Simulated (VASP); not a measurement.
Ti:

```
Ti
1.0
    -1.66514    1.66141    1.59911
     1.68039   -1.70507    1.65802
     1.60454    1.64447   -1.64278
Ti
1
Direct
  0.99280 0.00712 0.00682
```

This cell differs from its parent crystal: the cell strained at random.

Base run:

| Item | Value |
| --- | --- |
| Program | VASP 6.6.1 |
| Functional | PBE |
| Potentials or basis | VASP PAW PBE potentials, release 64 (Ti_sv) |
| Cutoff | 520 eV |
| k mesh | 11 × 11 × 11 |
| Occupations | fermi-dirac, width 0.05 eV |
| Spin | no spin polarisation |

Its results: band gap on the k mesh zero (band 6 reaches 8.78 eV, above the bottom of band 7 at 7.33 eV); pressure -2.7 GPa.

Question: The run is repeated on the same cell with these changes: functional from PBE to PBEsol. What comes out?

Answer: Band gap on the k mesh zero (band 6 reaches 8.65 eV, above the bottom of band 7 at 7.20 eV); pressure -6.9 GPa.

PBEsol binds more tightly than PBE, so the same cell stands under less pressure.

Caveats: the PAW data sets were made with another functional, which shifts forces and pressure a little (some runs).
